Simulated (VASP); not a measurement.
# Ti (Fm-3m) in VASP: notebook, part 2 of 2

VASP 6.6.1. The steps go on from the part before.

## 3. Single point, r2SCAN

This run uses another cell than the first one, of 16.73 Å³/atom, 0.964 times its volume.

File POSCAR:

```
Ti
1.0
    0.0000000000      2.0300000000      2.0300000000
    2.0300000000      0.0000000000      2.0300000000
    2.0300000000      2.0300000000      0.0000000000
Ti
1
Direct
    0.0000000000      0.0000000000      0.0000000000
```

File INCAR.step1:

```
SYSTEM = Ti
  PREC = Accurate
  ENCUT = 520
  ISMEAR = 0
  SIGMA = 0.1
  LREAL = .False.
  LASPH = .True.
  NELM = 100
  NBANDS = 12
  GGA = PE
  ALGO = Normal
  EDIFF = 1E-4
  LWAVE = .True.
  LCHARG = .False.
```

File INCAR.step2:

```
SYSTEM = Ti
  PREC = Accurate
  ENCUT = 520
  EDIFF = 1E-7
  ISMEAR = 0
  SIGMA = 0.1
  LREAL = .False.
  LASPH = .True.
  NELM = 100
  ALGO = Normal
  ISIF = 2
  LWAVE = .False.
  LCHARG = .False.
  METAGGA = R2SCAN
  LMIXTAU = .True.
  NBANDS = 12
  ISTART = 1
```

File KPOINTS:

```
regular mesh
0
Gamma
  8 8 8
  0 0 0
```

Potentials or basis: VASP PAW PBE potentials, release 64 (Ti_sv).

Run with:

```bash
$ cat potpaw_PBE.64/Ti_sv/POTCAR > POTCAR
$ cp INCAR.step1 INCAR
$ mpirun -np 1 vasp_std > vasp.out
$ cp INCAR.step2 INCAR
$ mpirun -np 1 vasp_std > vasp.out
```

Wall time 92 s (1 thread of AMD EPYC 7R43 (Zen 3), shared host); peak memory 0.11 GiB.

Results (log left out):

```yaml
Free_energy: -12.8700 eV
Pressure: 5.0 GPa
Band_gap_on_the_k_mesh: zero (band 6 reaches 9.66 eV, above the bottom of band 7 at 8.20 eV)
```

Levels at points of the mesh, in eV from the Fermi level:
```csv
k point,band 4,band 5,band 6,band 7,band 8,band 9
"(0.00, 0.00, 0.00)",-33.80,-6.60,0.96,0.96,0.96,2.85
"(0.50, 0.00, 0.00)",-33.90,-2.85,0.50,0.88,0.88,3.94
"(0.50, 0.50, 0.00)",-34.07,-2.85,-1.94,2.94,3.99,4.19
```

Caveat: the PAW data sets were made with another functional, which shifts forces and pressure a little.

## 4. Single point, r2SCAN

File POSCAR:

```
Ti
1.0
    0.0000000000      2.0551516154      2.0551516154
    2.0551516154      0.0000000000      2.0551516154
    2.0551516154      2.0551516154      0.0000000000
Ti
1
Direct
    0.0000000000      0.0000000000      0.0000000000
```

File INCAR.step1:

```
SYSTEM = Ti
ALGO     = Normal         ! electronic algorithm
EDIFF    = 1E-4           ! SCF threshold, eV
ENCUT    = 520            ! plane-wave cutoff, eV
GGA      = PE             ! functional
ISMEAR   = 0              ! smearing method
LASPH    = .TRUE.         ! aspherical terms in the spheres
LCHARG   = .FALSE.        ! write CHGCAR
LREAL    = .FALSE.        ! projectors in reciprocal space
LWAVE    = .TRUE.         ! write WAVECAR
NBANDS   = 12             ! bands
NELM     = 80             ! most SCF steps
PREC     = Accurate       ! precision mode
SIGMA    = 0.1            ! smearing width, eV
```

File INCAR.step2:

```
SYSTEM = Ti
ALGO     = Normal         ! electronic algorithm
EDIFF    = 1E-6           ! SCF threshold, eV
ENCUT    = 520            ! plane-wave cutoff, eV
ISIF     = 2              ! what is computed and relaxed
ISMEAR   = 0              ! smearing method
ISTART   = 1            
LASPH    = .TRUE.         ! aspherical terms in the spheres
LCHARG   = .TRUE.         ! write CHGCAR
LELF     = .TRUE.         ! ELF
LMIXTAU  = .TRUE.       
LREAL    = .FALSE.        ! projectors in reciprocal space
LVHAR    = .TRUE.       
LWAVE    = .FALSE.        ! write WAVECAR
METAGGA  = R2SCAN         ! meta-GGA
NBANDS   = 12             ! bands
NELM     = 80             ! most SCF steps
PREC     = Accurate       ! precision mode
SIGMA    = 0.1            ! smearing width, eV
```

File KPOINTS:

```
k-points
0
G
  18 18 18
  0 0 0
```

Run with:

```bash
$ cat potpaw_PBE.64/Ti_sv/POTCAR > POTCAR
$ cp INCAR.step1 INCAR
$ mpirun -np 1 vasp_std > vasp.out
$ cp INCAR.step2 INCAR
$ mpirun -np 1 vasp_std > vasp.out
```

It took 6.7 min on 1 thread of AMD EPYC 7R43 (Zen 3), shared host; peak memory 0.13 GiB.

It converged, with:

* Free energy: -12.8836 eV
* Pressure: 0.4 GPa
* Band gap on the k mesh: zero (band 6 reaches 9.23 eV, above the bottom of band 7 at 7.81 eV)

Levels at points of the mesh, in eV from the Fermi level:
```
           k point  band 2  band 3  band 4  band 5  band 6  band 7  band 8  band 9  band 10  band 11
(0.00, 0.00, 0.00)  -33.85  -33.85  -33.85   -6.47    1.00    1.00    1.00    2.81     2.81    15.79
(0.50, 0.00, 0.00)  -34.55  -33.94  -33.94   -2.71    0.45    0.93    0.93    3.83     3.83     8.59
(0.50, 0.50, 0.00)  -34.50  -34.09  -34.09   -2.65   -1.77    2.81    3.89    4.07     4.07    11.03
```

Caveat: the PAW data sets were made with another functional, which shifts forces and pressure a little.

## 5. Single point, r2SCAN (volume scaled by 0.88)

File POSCAR:

```
Ti
1.0
    0.0000000000      1.9694188519      1.9694188519
    1.9694188519      0.0000000000      1.9694188519
    1.9694188519      1.9694188519      0.0000000000
Ti
1
Direct
    0.0000000000      0.0000000000      0.0000000000
```

File INCAR.step1:

```
SYSTEM = Ti
PREC = Accurate
ENCUT = 520
ISMEAR = 0
SIGMA = 0.1
LREAL = .False.
LASPH = .True.
NELM = 60
NBANDS = 12
GGA = PE
ALGO = Normal
EDIFF = 1E-4
LWAVE = .True.
LCHARG = .False.
```

File INCAR.step2:

```
SYSTEM = Ti
PREC = Accurate
ENCUT = 520
EDIFF = 1E-7
ISMEAR = 0
SIGMA = 0.1
LREAL = .False.
LASPH = .True.
NELM = 60
ALGO = Normal
ISIF = 2
LWAVE = .False.
LCHARG = .False.
METAGGA = R2SCAN
LMIXTAU = .True.
NBANDS = 12
ISTART = 1
```

File KPOINTS:

```
Automatic mesh
0
Gamma
  18 18 18
  0 0 0
```

Run with:

```bash
$ cat potpaw_PBE.64/Ti_sv/POTCAR > POTCAR
$ cp INCAR.step1 INCAR
$ mpirun -np 1 vasp_std > vasp.out
$ cp INCAR.step2 INCAR
$ mpirun -np 1 vasp_std > vasp.out
```

Run time: 50 s. Hardware: 1 thread of Intel Xeon 6975P-C (Granite Rapids), shared host; peak memory 0.17 GiB.

Results (log left out):

```yaml
Free_energy: -12.7718 eV
Pressure: 18.0 GPa
Band_gap_on_the_k_mesh: zero (band 6 reaches 10.77 eV, above the bottom of band 7 at 9.19 eV)
```

Levels at points of the mesh, in eV from the Fermi level:
| k point | band 4 | band 5 | band 6 | band 7 | band 8 | band 9 |
| --- | --- | --- | --- | --- | --- | --- |
| (0.00, 0.00, 0.00) | -33.44 | -6.73 | 1.08 | 1.08 | 1.08 | 3.19 |
| (0.50, 0.00, 0.00) | -33.57 | -3.02 | 0.84 | 0.96 | 0.96 | 4.44 |
| (0.50, 0.50, 0.00) | -33.80 | -3.17 | -2.19 | 3.50 | 4.49 | 4.74 |

Caveat: the cell differs from its parent crystal (volume scaled by 0.88); the PAW data sets were made with another functional, which shifts forces and pressure a little.

## 6. Single point, r2SCAN (volume scaled by 0.91)

File POSCAR:

```
Ti
1.0
    0.0000000000      1.9915490059      1.9915490059
    1.9915490059      0.0000000000      1.9915490059
    1.9915490059      1.9915490059      0.0000000000
Ti
1
Direct
    0.0000000000      0.0000000000      0.0000000000
```

File INCAR.step1:

```
SYSTEM = Ti
PREC     = Accurate       ! precision mode
ENCUT    = 520            ! plane-wave cutoff, eV
ISMEAR   = 0              ! smearing method
SIGMA    = 0.1            ! smearing width, eV
LREAL    = .FALSE.        ! projectors in reciprocal space
LASPH    = .TRUE.         ! aspherical terms in the spheres
NELM     = 60             ! most SCF steps
NBANDS   = 12             ! bands
GGA      = PE             ! functional
ALGO     = Normal         ! electronic algorithm
EDIFF    = 1E-4           ! SCF threshold, eV
LWAVE    = .TRUE.         ! write WAVECAR
LCHARG   = .FALSE.        ! write CHGCAR
```

File INCAR.step2:

```
SYSTEM = Ti
PREC     = Accurate       ! precision mode
ENCUT    = 520            ! plane-wave cutoff, eV
EDIFF    = 1E-6           ! SCF threshold, eV
ISMEAR   = 0              ! smearing method
SIGMA    = 0.1            ! smearing width, eV
LREAL    = .FALSE.        ! projectors in reciprocal space
LASPH    = .TRUE.         ! aspherical terms in the spheres
NELM     = 60             ! most SCF steps
ALGO     = Normal         ! electronic algorithm
ISIF     = 2              ! what is computed and relaxed
LWAVE    = .FALSE.        ! write WAVECAR
LCHARG   = .FALSE.        ! write CHGCAR
METAGGA  = R2SCAN         ! meta-GGA
LMIXTAU  = .TRUE.       
NBANDS   = 12             ! bands
ISTART   = 1
```

File KPOINTS:

```
Automatic mesh
0
G
  18 18 18
  0 0 0
```

Potentials or basis: VASP PAW PBE potentials, release 64 (Ti_sv).

Run with:

```bash
$ cat potpaw_PBE.64/Ti_sv/POTCAR > POTCAR
$ cp INCAR.step1 INCAR
$ mpirun -np 1 vasp_std > vasp.out
$ cp INCAR.step2 INCAR
$ mpirun -np 1 vasp_std > vasp.out
```

Run time: 44 s. Hardware: 1 thread of Intel Xeon 6975P-C (Granite Rapids), shared host; peak memory 0.16 GiB.

Results (log left out):

| Item | Value |
| --- | --- |
| Free energy | -12.8221 eV |
| Pressure | 12.7 GPa |
| Band gap on the k mesh | zero (band 6 reaches 10.36 eV, above the bottom of band 7 at 8.81 eV) |

Levels at points of the mesh, in eV from the Fermi level:
| k point | band 4 | band 5 | band 6 | band 7 | band 8 | band 9 |
| --- | --- | --- | --- | --- | --- | --- |
| (0.00, 0.00, 0.00) | -33.55 | -6.67 | 1.06 | 1.06 | 1.06 | 3.09 |
| (0.50, 0.00, 0.00) | -33.67 | -2.94 | 0.72 | 0.96 | 0.96 | 4.28 |
| (0.50, 0.50, 0.00) | -33.88 | -3.03 | -2.07 | 3.30 | 4.33 | 4.56 |

Caveat: the cell differs from its parent crystal (volume scaled by 0.91); the PAW data sets were made with another functional, which shifts forces and pressure a little.

## 7. The runs side by side

```tsv
cell	k mesh	gap on the mesh (eV)	pressure (GPa)
a = 2.906 Å, angles 60.0°, 1 atom	18 × 18 × 18	none	0.4
a = 2.871 Å, angles 60.0°, 1 atom	8 × 8 × 8	none	5.0
a = 2.785 Å, angles 60.0°, 1 atom	18 × 18 × 18	none	18.0
a = 2.816 Å, angles 60.0°, 1 atom	18 × 18 × 18	none	12.7
```

Alike in all rows: task single point; level r2SCAN; potentials or basis VASP PAW PBE potentials, release 64 (Ti_sv); no spin polarisation; cutoff (eV) 520; smearing gaussian 0.1 eV.

Caveats: the PAW data sets were made with another functional, which shifts forces and pressure a little.

Total energies depend on the potentials used, so only differences within one code and one set of settings carry meaning.
